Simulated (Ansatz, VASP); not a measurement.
Two plane-wave programs on SiB2

File INCAR:

```
SYSTEM = SiB2
ALGO = Normal
EDIFF = 1E-6
ENCUT = 520
GGA = PE
ISIF = 2
ISMEAR = 0
LASPH = .TRUE.
LCHARG = .FALSE.
LREAL = .FALSE.
LWAVE = .FALSE.
NBANDS = 12
NELM = 60
PREC = Accurate
SIGMA = 0.1
```

The input KPOINTS:

```
k-points
0
G
  6 6 6
  0 0 0
```

The input POSCAR:

```
SiB2
1.0
    3.0257926400      0.0000000000      0.0000000000
    0.0000000000      3.0257926400      0.0000000000
    0.0000000000      0.0000000000      3.3174185700
Si B
1 2
Direct
    0.0000000000      0.0000000000      0.5000000000
    0.5000000000      0.5000000000      0.7819589700
    0.5000000000      0.5000000000      0.2180410300
```

Input for Ansatz:

```yaml
crystal:
  lattice:
    - [3.02579264, 0.0, 0.0]
    - [0.0, 3.02579264, 0.0]
    - [0.0, 0.0, 3.31741857]
  atoms:
    - { symbol: Si, position: [0.0, 0.0, 0.5] }
    - { symbol: B, position: [0.5, 0.5, 0.78195897] }
    - { symbol: B, position: [0.5, 0.5, 0.21804103] }
basis:
  ecutwfc: 420
kpoints:
  mp_grid: { grid: [6, 6, 6] }
hamiltonian:
  xc: pbe
scf:
  occupations: { method: gaussian, width: 0.1 }
  lower_state_search: "off"
output:
  forces: true
  stress: true
  eigenvalues: true
```

Alike in both runs: task single point; functional PBE; k mesh 6 × 6 × 6; occupations gaussian, width 0.1 eV; no spin polarisation.

|  | VASP | Ansatz |
| --- | --- | --- |
| version | VASP 6.6.1 | Ansatz 0.2.0 |
| potentials or method | VASP PAW PBE potentials, release 64 (Si, B), cutoff 520 eV | scalar-relativistic, plane waves, PAW |
| valence electrons in the cell | 10 | 10 |

Ansatz gave:

```
gap on the k mesh at the Fermi level (eV)                     : none
pressure (GPa)                                                : 3.4
traceless stress, the component that is largest in VASP (GPa) : 20.22
rms of the force components (eV/Å)                            : 3.333
```

Q: Estimate VASP's values.

A: gap on the k mesh at the Fermi level (eV): none; pressure (GPa): 3.3; traceless stress, the component that is largest in VASP (GPa): 20.24; rms of the force components (eV/Å): 3.344.

Atom by atom the forces differ by 0.011 eV/Å (rms over components). A gap of «none» marks a metal or a gap that the smearing closes. With one functional, cell and mesh, what is left measures potentials, basis and numerics.
